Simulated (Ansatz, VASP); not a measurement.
Ta4Rh: VASP beside Ansatz

```
Ta Rh
1.0
     4.75958    0.00000    0.00000
     0.00000    4.75958    0.00000
     0.00000    0.00000    4.75958
Ta Rh
4 1
Direct
  0.00000 0.00000 0.00000
  0.50000 0.50000 0.00000
  0.50000 0.00000 0.50000
  0.00000 0.50000 0.50000
  0.50000 0.50000 0.50000
```

Change from the starting cell: species swapped into the Ni4N type (Pm-3m, No. 221).

Alike in both runs: task relaxation of cell and atoms; functional PBE; k mesh 8 × 8 × 8; occupations gaussian, width 0.1 eV; no spin polarisation.

```csv
,VASP,Ansatz
version,VASP 6.6.1,Ansatz 0.2.0
potentials or method,"VASP PAW PBE potentials, release 64 (Ta_pv, Rh_pv), cutoff 600 eV","scalar-relativistic, plane waves, PAW"
valence electrons in the cell,59,69
```

Ansatz gave:

```
gap on the k mesh at the Fermi level, each at its own relaxed structure (eV)  : none
relaxed volume (Å³/atom)                                                      : 21.50
relaxed length of the cell vector where the two differ most in proportion (Å) : 4.755
```

**Question.** Estimate VASP's values.

**Answer.** gap on the k mesh at the Fermi level, each at its own relaxed structure (eV): none; relaxed volume (Å³/atom): 21.52; relaxed length of the cell vector where the two differ most in proportion (Å): 4.756.

A gap of «none» marks a metal or a gap that the smearing closes. VASP's potentials hold 59 valence electrons a cell and Ansatz's 69, so a difference there can come from the potentials and not from the codes.

Spin-orbit coupling is off throughout.
